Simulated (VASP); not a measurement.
Write the native input for VASP 6.6.1 that does the following.

```yaml
Task: relaxation of the atoms
Functional: PBE
Potentials_or_basis: VASP PAW PBE potentials, release 64 (Na_pv, Cl)
Cutoff: 520 eV
k_mesh: 9 × 9 × 9
Occupations: fermi-dirac, width 0.02 eV
Spin: no spin polarisation
Dipole_correction: no
Further_INCAR_settings: ALGO = Normal; EDIFF = 1e-06; IBRION = 2; EDIFFG = -0.02; NSW = 80
```

The structure of NaCl lies in POSCAR:

```
NaCl
1.0
    0.0000000000      2.8100000000      2.8100000000
    2.8100000000      0.0000000000      2.8100000000
    2.8100000000      2.8100000000      0.0000000000
Na Cl
1 1
Direct
    0.0000000000      0.0000000000      0.0000000000
    0.5000000000      0.5000000000      0.5000000000
```

These files were run (other wordings do the same):

INCAR

```
SYSTEM = NaCl
ALGO = Normal
EDIFF = 1E-6
EDIFFG = -0.02
ENCUT = 520
GGA = PE
IBRION = 2
ISIF = 2
ISMEAR = -1
LASPH = .TRUE.
LCHARG = .FALSE.
LREAL = .FALSE.
LWAVE = .FALSE.
NELM = 80
NSW = 80
PREC = Accurate
SIGMA = 0.02
```

KPOINTS

```
k-points
0
G
  9 9 9
  0 0 0
```

Potentials or basis: VASP PAW PBE potentials, release 64 (Na_pv, Cl).

Launch:

```bash
$ cat potpaw_PBE.64/Na_pv/POTCAR potpaw_PBE.64/Cl/POTCAR > POTCAR
$ mpirun -np 1 vasp_std > vasp.out
```

Results of the run:

```json
{
  "Pressure after relaxing": "1.0 GPa",
  "Band gap on the k mesh": "5.15 eV, direct"
}
```

Caveat: the relaxation stopped at its first step, so nothing moved.

It took 14 s on 1 thread of AMD EPYC 7R13 Processor (Zen 3) (shared host), peak memory 0.13 GiB.
